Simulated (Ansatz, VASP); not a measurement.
## NaCl: VASP beside Ansatz

```
CELL_PARAMETERS angstrom
0.00000 2.77289 2.77289
2.77289 0.00000 2.77289
2.77289 2.77289 0.00000
ATOMIC_POSITIONS crystal
Na 0.00000 0.00000 0.00000
Cl 0.50000 0.50000 0.50000
```

Alike in both runs: task single point; functional r2SCAN; k mesh 8 × 8 × 8; occupations fermi-dirac, width 0.0596 eV; no spin polarisation.

|  | VASP | Ansatz |
| --- | --- | --- |
| version | VASP 6.6.1 | Ansatz 0.2.0 |
| potentials or method | VASP PAW PBE potentials, release 64 (Na_pv, Cl), cutoff 520 eV | PAW plane waves |
| valence electrons in the cell | 14 | 16 |

VASP gave:

- gap on the k mesh at the Fermi level (eV): 6.14
- pressure (GPa): 0.8

Q: What did Ansatz give for the same quantities?

A: gap on the k mesh at the Fermi level (eV): 6.12; pressure (GPa): 1.0.

VASP's potentials were made for PBE, not for r2SCAN. The functional is the same, so the differences come from potentials, cutoffs and numerics. VASP's potentials hold 14 valence electrons a cell and Ansatz's 16, so a difference there can come from the potentials and not from the codes.
